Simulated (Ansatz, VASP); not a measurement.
**H4CO in VASP and in Ansatz**

Contents of INCAR:

```
  PREC = Accurate
  ENCUT = 520
  EDIFF = 1E-6
  ISMEAR = 0
  SIGMA = 0.1
  LREAL = Auto
  LASPH = T
  NELM = 100
  ALGO = Normal
  ISIF = 2
  LWAVE = F
  LCHARG = F
  GGA = PE
  IVDW = 12
  NBANDS = 46
```

File KPOINTS:

```
Automatic mesh
0
Gamma
  4 4 2
```

File POSCAR:

```
H4CO
1.0
    4.6411000000      0.0000000000      0.0000000000
    0.0000000000      4.8728000000      0.0000000000
    0.0000000000      0.0000000000      8.8671000000
H C O
16 4 4
Direct
    0.5967000000      0.2440000000      0.4816000000
    0.9033000000      0.7560000000      0.9816000000
    0.4033000000      0.7440000000      0.0184000000
    0.0967000000      0.2560000000      0.5184000000
    0.9374000000      0.9004000000      0.2897000000
    0.5626000000      0.0996000000      0.7897000000
    0.0626000000      0.4004000000      0.2103000000
    0.4374000000      0.5996000000      0.7103000000
    0.7283000000      0.7789000000      0.4382000000
    0.7717000000      0.2211000000      0.9382000000
    0.2717000000      0.2789000000      0.0618000000
    0.2283000000      0.7211000000      0.5618000000
    0.5672000000      0.9337000000      0.2775000000
    0.9328000000      0.0663000000      0.7775000000
    0.4328000000      0.4337000000      0.2225000000
    0.0672000000      0.5663000000      0.7225000000
    0.7426000000      0.9347000000      0.3555000000
    0.7574000000      0.0653000000      0.8555000000
    0.2574000000      0.4347000000      0.1445000000
    0.2426000000      0.5653000000      0.6445000000
    0.7750000000      0.1950000000      0.4221000000
    0.7250000000      0.8050000000      0.9221000000
    0.2250000000      0.6950000000      0.0779000000
    0.2750000000      0.3050000000      0.5779000000
```

Input for Ansatz:

```yaml
crystal:
  lattice:
    - [4.6411, 0.0, 0.0]
    - [0.0, 4.8728, 0.0]
    - [0.0, 0.0, 8.8671]
  atoms:
    - { symbol: H, position: [0.5967, 0.244, 0.4816] }
    - { symbol: H, position: [0.9033, 0.756, 0.9816] }
    - { symbol: H, position: [0.4033, 0.744, 0.0184] }
    - { symbol: H, position: [0.0967, 0.256, 0.5184] }
    - { symbol: H, position: [0.9374, 0.9004, 0.2897] }
    - { symbol: H, position: [0.5626, 0.0996, 0.7897] }
    - { symbol: H, position: [0.0626, 0.4004, 0.2103] }
    - { symbol: H, position: [0.4374, 0.5996, 0.7103] }
    - { symbol: H, position: [0.7283, 0.7789, 0.4382] }
    - { symbol: H, position: [0.7717, 0.2211, 0.9382] }
    - { symbol: H, position: [0.2717, 0.2789, 0.0618] }
    - { symbol: H, position: [0.2283, 0.7211, 0.5618] }
    - { symbol: H, position: [0.5672, 0.9337, 0.2775] }
    - { symbol: H, position: [0.9328, 0.0663, 0.7775] }
    - { symbol: H, position: [0.4328, 0.4337, 0.2225] }
    - { symbol: H, position: [0.0672, 0.5663, 0.7225] }
    - { symbol: C, position: [0.7426, 0.9347, 0.3555] }
    - { symbol: C, position: [0.7574, 0.0653, 0.8555] }
    - { symbol: C, position: [0.2574, 0.4347, 0.1445] }
    - { symbol: C, position: [0.2426, 0.5653, 0.6445] }
    - { symbol: O, position: [0.775, 0.195, 0.4221] }
    - { symbol: O, position: [0.725, 0.805, 0.9221] }
    - { symbol: O, position: [0.225, 0.695, 0.0779] }
    - { symbol: O, position: [0.275, 0.305, 0.5779] }
basis:
  ecutwfc: 420
kpoints:
  mp_grid: { grid: [4, 4, 2] }
hamiltonian:
  xc: pbe
  dispersion: d3bj
scf:
  occupations: { method: gaussian, width: 0.1 }
output:
  forces: true
  stress: true
  eigenvalues: true
```

Alike in both runs: task single point; functional PBE; dispersion D3(BJ); k mesh 4 × 4 × 2; occupations gaussian, width 0.1 eV; no spin polarisation.

|  | VASP | Ansatz |
| --- | --- | --- |
| version | VASP 6.6.1 | Ansatz 0.2.0 |
| potentials or method | VASP PAW PBE potentials, release 64 (H, C, O), cutoff 520 eV | scalar-relativistic, plane waves, PAW |
| valence electrons in the cell | 56 | 56 |

|  | VASP | Ansatz | Ansatz less VASP |
| --- | --- | --- | --- |
| gap on the k mesh at the Fermi level (eV) | 5.65 | 5.66 | +0.006 |
| least direct gap on the mesh (eV) | 5.73 | 5.73 | +0.005 |
| pressure (GPa) | 4.0 | 3.9 | -0.05 |
| traceless stress, the component that is largest in VASP (GPa) | 2.90 | 2.62 | -0.276 |
| rms of the force components (eV/Å) | 0.672 | 0.663 | -0.0089 |

Atom by atom the forces differ by 0.049 eV/Å (rms over components).
